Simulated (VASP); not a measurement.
Set up this calculation in VASP 6.6.1, as the native input.

```
Task                   : relaxation of cell and atoms
Functional             : PBE
Potentials or basis    : VASP PAW PBE potentials, release 64 (Li_sv, Zr_sv, O)
Cutoff                 : 600 eV
k mesh                 : 4 × 4 × 4
Occupations            : gaussian, width 0.15 eV
Spin                   : no spin polarisation
Dipole correction      : no
Further INCAR settings : ALGO = Normal; EDIFF = 1e-06; IBRION = 2; EDIFFG = -0.08; NSW = 36; ISIF = 3
```

The structure of Li2Zr2O3 lies in POSCAR:

```
Li2Zr2O3
1.0
   -2.3753785100      2.3753785100      4.0754462300
    2.3753785100     -2.3753785100      4.0754462300
    2.3753785100      2.3753785100     -4.0754462300
Li Zr O
2 2 3
Direct
    0.7500000000      0.2500000000      0.5000000000
    0.2500000000      0.7500000000      0.5000000000
    0.5000000000      0.0000000000      0.5000000000
    0.0000000000      0.5000000000      0.5000000000
    0.5000000000      0.5000000000      0.0000000000
    0.8766881000      0.8766881000      0.0000000000
    0.1233119000      0.1233119000      0.0000000000
```

One way to write it, as run:

INCAR

```
PREC = Accurate ; ENCUT = 600
EDIFF = 1E-6 ; ISMEAR = 0
SIGMA = 0.15 ; LREAL = F
LASPH = T ; NELM = 60
ALGO = Normal ; ISIF = 3
LWAVE = F ; LCHARG = F
GGA = PE ; IBRION = 2
NSW = 36 ; EDIFFG = -0.08
```

KPOINTS

```
Automatic mesh
0
Gamma
  4 4 4
```

Potentials or basis: VASP PAW PBE potentials, release 64 (Li_sv, Zr_sv, O).

The run is started by

```bash
$ cat potpaw_PBE.64/Li_sv/POTCAR potpaw_PBE.64/Zr_sv/POTCAR potpaw_PBE.64/O/POTCAR > POTCAR
$ mpirun -np 1 vasp_std > vasp.out
```

Results of the run:

* Relaxed volume: 13.72 Å³/atom
* Relaxed cell: a = 6.240 Å, b = 6.240 Å, c = 6.240 Å, α = 140.86°, β = 140.86°, γ = 56.55°
* Space group after relaxing (to 0.05 Å): I4/mmm (No. 139)
* Energy gained by relaxing: 1497.3 meV/atom
* Ionic steps: 11
* Pressure after relaxing: -0.1 GPa
* Largest force after relaxing: 0.043 eV/Å

Caveat: the k points lie up to 0.53 Å⁻¹ apart in the final cell; the cutoff is under 1.25 times the usual one of these potentials, so pressure, stress and relaxed cells hold a basis-set (Pulay) error; the relaxation stopped at a loose force limit of 0.08 eV/Å, so its end isn't a converged minimum.

Wall time 7.2 min on 1 thread of AMD EPYC 7R13 Processor (Zen 3), with other jobs on the host, peak memory 0.26 GiB.
